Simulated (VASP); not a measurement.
BN, 2 atoms in the cell. It takes space group F-43m (No. 216, cubic). The conventional cell has a = 3.689 Å, b = 3.689 Å, c = 3.689 Å, α = 90.00°, β = 90.00°, γ = 90.00°. B (site symmetry -43m) has 4 N at 1.60 Å within 2.1 Å. N (site symmetry -43m) has 4 B at 1.60 Å within 2.1 Å. 

| Item | Value |
| --- | --- |
| Program | VASP 6.6.1 |
| Task | single point |
| Functional | PBE |
| Potentials or basis | VASP PAW PBE potentials, release 64 (B, N) |
| Cutoff | 600 eV |
| k mesh | 8 × 8 × 8 |
| Occupations | gaussian, width 0.05 eV |
| Spin | no spin polarisation |
| Dipole correction | no |
| Further INCAR settings | ALGO = Normal; EDIFF = 1e-06; NBANDS = 11 |

Potentials or basis: VASP PAW PBE potentials, release 64 (B, N).

Launch:

```console
$ cat potpaw_PBE.64/B/POTCAR potpaw_PBE.64/N/POTCAR > POTCAR
$ mpirun -np 1 vasp_std > vasp.out
```

Hardware: 1 thread of Intel Xeon 8259CL, on a shared host.

How long does it take, and how much memory?

It took 8.5 s on 1 thread of Intel Xeon 8259CL, on a shared host, peak memory 0.13 GiB. Counts: scf iterations 12, k points 29.
